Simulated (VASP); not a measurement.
Here is a VASP 6.6.1 calculation.

POSCAR

```
Zr
1.0
    3.2454403005      0.0000000000      0.0000000000
   -1.6227201502      2.8106337467      0.0000000000
    0.0000000000      0.0000000000      5.1494233959
Zr
2
Direct
    0.3333333333      0.6666666667      0.2500000000
    0.6666666667      0.3333333333      0.7500000000
```

INCAR.step1

```
ALGO = Normal ; EDIFF = 1E-4
ENCUT = 520 ; GGA = PE
ISMEAR = -1 ; ISPIN = 2
LASPH = T ; LCHARG = F
LMAXMIX = 4 ; LREAL = F
LWAVE = T ; MAGMOM = 1 1
NBANDS = 23 ; NELM = 150
PREC = Accurate ; SIGMA = 0.1
```

The input INCAR.step2:

```
ALGO = Normal ; EDIFF = 1E-6
ENCUT = 520 ; ISIF = 2
ISMEAR = -1 ; ISPIN = 2
ISTART = 1 ; LASPH = T
LCHARG = F ; LMAXMIX = 4
LMIXTAU = T ; LORBIT = 11
LREAL = F ; LWAVE = F
MAGMOM = 1 1 ; METAGGA = R2SCAN
NBANDS = 23 ; NELM = 150
PREC = Accurate ; SIGMA = 0.1
```

The input KPOINTS:

```
k-points
0
Gamma
  6 6 3
```

Potentials or basis: VASP PAW PBE potentials, release 64 (Zr_sv).

Command:

```bash
$ cat potpaw_PBE.64/Zr_sv/POTCAR > POTCAR
$ cp INCAR.step1 INCAR
$ mpirun -np 1 vasp_std > vasp.out
$ cp INCAR.step2 INCAR
$ mpirun -np 1 vasp_std > vasp.out
```

Q: Estimate the band gap on the k mesh.

A: Zero (filled and empty bands overlap).

Q: Predict the net moment.

A: 0.00 μB per cell.

Stress tensor (GPa, compression positive):
```
0.72 0.00 0.00
0.00 0.72 0.00
0.00 0.00 0.55
```

Caveat: the k points lie up to 0.41 Å⁻¹ apart; the PAW data sets were made with another functional, which shifts forces and pressure a little.
